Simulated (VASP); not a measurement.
Write the native input for VASP 6.6.1 that does the following.

| Item | Value |
| --- | --- |
| Task | single point |
| Functional | PBEsol |
| Potentials or basis | VASP PAW PBE potentials, release 64 (In_d, As_d) |
| Cutoff | 400 eV |
| k mesh | 6 × 6 × 6 |
| Occupations | fermi-dirac, width 0.05 eV |
| Spin | no spin polarisation |
| Dipole correction | no |
| k mesh for the DOS | 9 × 9 × 9 |
| Occupations for the DOS | tetrahedron |
| Further INCAR settings | ALGO = Normal; EDIFF = 1e-06; NBANDS = 21 |

InAs:

```xyz
2
Lattice="0.0000 2.8773 2.8773 2.8773 0.0000 2.8773 2.8773 2.8773 0.0000" Properties=species:S:1:pos:R:3 pbc="T T T"
In    2.8773    2.8773    2.8773
As    0.0000    0.0000    0.0000
```

The input as run:

POSCAR

```
InAs
1.0
    0.0000000000      2.8773040000      2.8773040000
    2.8773040000      0.0000000000      2.8773040000
    2.8773040000      2.8773040000      0.0000000000
In As
1 1
Direct
    0.5000000000      0.5000000000      0.5000000000
    0.0000000000      0.0000000000      0.0000000000
```

INCAR.step1

```
SYSTEM = InAs
  PREC = Accurate
  ENCUT = 400
  EDIFF = 1E-6
  ISMEAR = -1
  SIGMA = 0.05
  LREAL = .FALSE.
  LASPH = .TRUE.
  NELM = 120
  ALGO = Normal
  ISIF = 2
  LWAVE = .FALSE.
  LCHARG = .TRUE.
  GGA = PS
  NBANDS = 21
  GGA_COMPAT = .FALSE.
  NEDOS = 2001
  LORBIT = 11
```

KPOINTS.step1

```
regular mesh
0
G
  6 6 6
  0 0 0
```

INCAR.step2

```
SYSTEM = InAs
  PREC = Accurate
  ENCUT = 400
  EDIFF = 1E-6
  ISMEAR = -5
  SIGMA = 0.05
  LREAL = .FALSE.
  LASPH = .TRUE.
  NELM = 120
  ALGO = Normal
  ISIF = 2
  LWAVE = .FALSE.
  LCHARG = .FALSE.
  GGA = PS
  LORBIT = 10
  NBANDS = 21
  NEDOS = 1001
  ICHARG = 11
  GGA_COMPAT = .FALSE.
```

KPOINTS.step2

```
regular mesh
0
G
  9 9 9
  0 0 0
```

Potentials or basis: VASP PAW PBE potentials, release 64 (In_d, As_d).

The run is started by

```sh
$ cat potpaw_PBE.64/In_d/POTCAR potpaw_PBE.64/As_d/POTCAR > POTCAR
$ cp INCAR.step1 INCAR
$ cp KPOINTS.step1 KPOINTS
$ mpirun -np 1 vasp_std > vasp.out
$ cp INCAR.step2 INCAR
$ cp KPOINTS.step2 KPOINTS
$ mpirun -np 1 vasp_std > vasp.out
```

Results of the run:

- Valence electrons inside the program's atomic spheres: In 11.30; As 13.48

Run time: 32 s on 1 thread of AMD EPYC 7R43 64-Core Processor (Zen 3) (shared host), peak memory 0.12 GiB.
